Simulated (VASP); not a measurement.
**Al12O: single point with PBE**

The system is Al12O, a slab with vacuum.

```
CELL_PARAMETERS angstrom
5.71352 0.00000 0.00000
0.00000 5.71352 0.00000
0.00000 0.00000 19.67470
ATOMIC_POSITIONS crystal
Al 0.25000 0.25000 0.20331
Al 0.25000 0.75000 0.20331
Al 0.75000 0.25000 0.20331
Al 0.75000 0.75000 0.20331
Al 0.00000 0.00000 0.30927
Al 0.00000 0.50000 0.30927
Al 0.50000 0.00000 0.30927
Al 0.50000 0.50000 0.30927
Al 0.25000 0.25000 0.41549
Al 0.25000 0.75000 0.41549
Al 0.75000 0.25000 0.41549
Al 0.75000 0.75000 0.41549
O 0.25000 0.25000 0.49992
```

- Program: VASP 6.6.1
- Task: single point
- Functional: PBE
- Potentials or basis: VASP PAW PBE potentials, release 64 (Al, O)
- Cutoff: 520 eV
- k mesh: 5 × 5 × 1
- Occupations: gaussian, width 0.1 eV
- Spin: no spin polarisation
- Dipole correction: yes
- Further INCAR settings: ALGO = Normal; EDIFF = 1e-07; NBANDS = 33

```json
{
  "Largest force": "0.840 eV/Å",
  "Band gap on the k mesh": "zero (band 21 reaches -0.42 eV, above the bottom of band 22 at -1.21 eV)"
}
```

Forces in eV/Å, atoms in the order of the input:
```
Al   0.000  0.000  0.122
Al   0.000  0.000  0.106
Al   0.000  0.000  0.106
Al   0.000  0.000 -0.007
Al   0.042  0.042  0.015
Al   0.042 -0.042  0.015
Al  -0.042  0.042  0.015
Al  -0.042 -0.042  0.015
Al   0.000  0.000 -0.840
Al   0.000  0.000  0.163
Al   0.000  0.000  0.163
Al   0.000  0.000  0.045
O    0.000  0.000  0.083
```

Levels at points of the mesh, in eV from the Fermi level:
```
           k point  band 19  band 20  band 21  band 22  band 23  band 24
(0.00, 0.00, 0.00)    -0.72    -0.70    -0.35     0.04     0.04     0.15
```

Wall time 2.8 min on 1 thread of Intel(R) Xeon(R) 6975P-C (Granite Rapids), with other jobs on the host, peak memory 0.6 GiB.
